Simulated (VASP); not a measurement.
Write the native input for VASP 6.6.1 that does the following.

| Item | Value |
| --- | --- |
| Task | single point |
| Functional | r2SCAN |
| Potentials or basis | VASP PAW PBE potentials, release 64 (Ta_pv) |
| Cutoff | 520 eV |
| k mesh | 14 × 14 × 7 |
| Occupations | fermi-dirac, width 0.1 eV |
| Spin | no spin polarisation |
| Dipole correction | no |
| Further INCAR settings | ALGO = Normal; EDIFF = 1e-06; NBANDS = 18 |

Crystal: Ta.

```xyz
2
Lattice="2.8067 0.0000 0.0000 -1.4033 2.4306 0.0000 0.0000 0.0000 4.9875" Properties=species:S:1:pos:R:3 pbc="T T T"
Ta    0.0000    1.6204    1.2469
Ta    1.4033    0.8102    3.7406
```

This isn't the form of Ta at room conditions, which is bcc.

These files were run (other wordings do the same):

POSCAR

```
Ta
1.0
    2.8066656924      0.0000000000      0.0000000000
   -1.4033328462      2.4306437896      0.0000000000
    0.0000000000      0.0000000000      4.9874972504
Ta
2
Direct
    0.3333333333      0.6666666667      0.2500000000
    0.6666666667      0.3333333333      0.7500000000
```

INCAR.step1

```
SYSTEM = Ta
PREC     = Accurate       ! precision mode
ENCUT    = 520            ! plane-wave cutoff, eV
ISMEAR   = -1             ! smearing method
SIGMA    = 0.1            ! smearing width, eV
LREAL    = .FALSE.        ! projectors in reciprocal space
LASPH    = .TRUE.         ! aspherical terms in the spheres
NELM     = 60             ! most SCF steps
NBANDS   = 18             ! bands
GGA      = PE             ! functional
ALGO     = Normal         ! electronic algorithm
EDIFF    = 1E-4           ! SCF threshold, eV
LWAVE    = .TRUE.         ! write WAVECAR
LCHARG   = .FALSE.        ! write CHGCAR
```

INCAR.step2

```
SYSTEM = Ta
PREC     = Accurate       ! precision mode
ENCUT    = 520            ! plane-wave cutoff, eV
EDIFF    = 1E-6           ! SCF threshold, eV
ISMEAR   = -1             ! smearing method
SIGMA    = 0.1            ! smearing width, eV
LREAL    = .FALSE.        ! projectors in reciprocal space
LASPH    = .TRUE.         ! aspherical terms in the spheres
NELM     = 60             ! most SCF steps
ALGO     = Normal         ! electronic algorithm
ISIF     = 2              ! what is computed and relaxed
LWAVE    = .FALSE.        ! write WAVECAR
LCHARG   = .TRUE.         ! write CHGCAR
METAGGA  = R2SCAN         ! meta-GGA
LMIXTAU  = .TRUE.       
LELF     = .TRUE.         ! ELF
LVHAR    = .TRUE.       
NBANDS   = 18             ! bands
ISTART   = 1
```

KPOINTS

```
regular mesh
0
G
  14 14 7
  0 0 0
```

Potentials or basis: VASP PAW PBE potentials, release 64 (Ta_pv).

Command:

```sh
$ cat potpaw_PBE.64/Ta_pv/POTCAR > POTCAR
$ cp INCAR.step1 INCAR
$ mpirun -np 1 vasp_std > vasp.out
$ cp INCAR.step2 INCAR
$ mpirun -np 1 vasp_std > vasp.out
```

Results of the run:

- Pressure: 20.3 GPa
- Band gap on the k mesh: zero (bands 11 and 12 overlap by 2.10 eV)

Caveat: the cell stands under pressure; the PAW data sets were made with another functional, which shifts forces and pressure a little; spin-orbit coupling is left out, which moves the levels of the heavy elements.

It took 5.2 min on 1 thread of Intel Xeon 8259CL, with other jobs on the host, peak memory 0.2 GiB.
